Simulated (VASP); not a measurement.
Wanted: the native input for a VASP 6.6.1 run.

- Task: relaxation of cell and atoms
- Functional: PBEsol
- Potentials or basis: VASP PAW PBE potentials, release 64 (La, S)
- Cutoff: 600 eV
- k mesh: 7 × 7 × 7
- Occupations: fermi-dirac, width 0.1 eV
- Spin: no spin polarisation
- Dipole correction: no
- Further INCAR settings: ALGO = Normal; EDIFF = 1e-06; IBRION = 2; EDIFFG = -0.03; NSW = 80; ISIF = 3

The structure of LaS lies in POSCAR:

```
LaS
1.0
    0.0000000000      2.9250000000      2.9250000000
    2.9250000000      0.0000000000      2.9250000000
    2.9250000000      2.9250000000      0.0000000000
La S
1 1
Direct
    0.0000000000      0.0000000000      0.0000000000
    0.5000000000      0.5000000000      0.5000000000
```

The input as run:

INCAR

```
SYSTEM = LaS
  PREC = Accurate
  ENCUT = 600
  EDIFF = 1E-6
  ISMEAR = -1
  SIGMA = 0.1
  LREAL = .FALSE.
  LASPH = .TRUE.
  NELM = 60
  ALGO = Normal
  ISIF = 3
  LWAVE = .FALSE.
  LCHARG = .FALSE.
  GGA = PS
  IBRION = 2
  NSW = 80
  EDIFFG = -0.03
```

KPOINTS

```
regular mesh
0
G
  7 7 7
  0 0 0
```

Potentials or basis: VASP PAW PBE potentials, release 64 (La, S).

Command:

```sh
$ cat potpaw_PBE.64/La/POTCAR potpaw_PBE.64/S/POTCAR > POTCAR
$ mpirun -np 1 vasp_std > vasp.out
```

Results of the run:

```json
{
 "Relaxed volume": "24.48 Å³/atom",
 "Relaxed cell": "a = 4.106 Å, b = 4.106 Å, c = 4.106 Å, α = 60.00°, β = 60.00°, γ = 60.00°",
 "Space group after relaxing (to 0.05 Å)": "Fm-3m (No. 225)",
 "Energy gained by relaxing": "3.3 meV/atom",
 "Ionic steps": "3",
 "Pressure after relaxing": "0.0 GPa"
}
```

Caveat: the PAW data sets were made with another functional, which shifts forces and pressure a little.

It took 51 s on 1 thread of Intel(R) Xeon(R) Platinum 8488C (Sapphire Rapids) (shared host), peak memory 0.22 GiB.
